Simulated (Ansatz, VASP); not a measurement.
## Ca2SeO: VASP beside Ansatz

```xyz
4
Lattice="1.8846 1.0881 6.2920 -1.8846 1.0881 6.2920 0.0000 -2.1762 6.2920" Properties=species:S:1:pos:R:3 pbc="T T T"
O     1.8846    1.0881    6.2920
Se    0.0000    0.0000    9.4380
Ca    0.0000    0.0000    4.9828
Ca    0.0000    0.0000   13.8933
```

Alike in both runs: task single point; functional PBE; k mesh 8 × 8 × 8; occupations fermi-dirac, width 0.02 eV; no spin polarisation.

|  | VASP | Ansatz |
| --- | --- | --- |
| version | VASP 6.6.1 | Ansatz 0.2.0 |
| potentials or method | VASP PAW PBE potentials, release 64 (O, Se, Ca_sv) | plane waves, PAW |
| plane-wave cutoff (eV) | 520 | 420 |
| valence electrons in the cell | 32 | 42 |

```csv
,VASP,Ansatz,Ansatz less VASP
gap on the k mesh at the Fermi level (eV),1.68,1.69,+0.010
pressure (GPa),1.5,1.2,-0.27
"traceless stress, the component that is largest in VASP (GPa)",0.24,0.23,-0.009
rms of the force components (eV/Å),0.009,0.010,+0.0013
```

Atom by atom the forces differ by 0.001 eV/Å (rms over components). VASP's potentials hold 32 valence electrons a cell and Ansatz's 42, so a difference there can come from the potentials and not from the codes.
